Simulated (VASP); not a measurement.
# Al: single point with RPBE

Crystal: Al.

```xyz
1
Lattice="-1.5605 1.5605 1.5605 1.5605 -1.5605 1.5605 1.5605 1.5605 -1.5605" Properties=species:S:1:pos:R:3 pbc="T T T"
Al    0.0000    0.0000    0.0000
```

This cell differs from its parent crystal: volume scaled by 0.88.

```
Program                : VASP 6.6.1
Task                   : single point
Functional             : RPBE
Potentials or basis    : VASP PAW PBE potentials, release 64 (Al)
Cutoff                 : 520 eV
k mesh                 : 15 × 15 × 15
Occupations            : fermi-dirac, width 0.1 eV
Spin                   : no spin polarisation
Dipole correction      : no
Further INCAR settings : ALGO = Normal; EDIFF = 1e-06; NBANDS = 8
```

* Pressure: 10.9 GPa

Levels at points of the mesh, in eV from the Fermi level:
```csv
k point,band 1,band 2,band 3,band 4
"(0.00, 0.00, 0.00)",-11.73,13.75,13.75,13.75
```

Wall time 4.2 s on 1 thread of Intel(R) Xeon(R) 6975P-C (Granite Rapids), on a shared host, peak memory 0.12 GiB.

Caveat: the PAW data sets were made with another functional, which shifts forces and pressure a little.
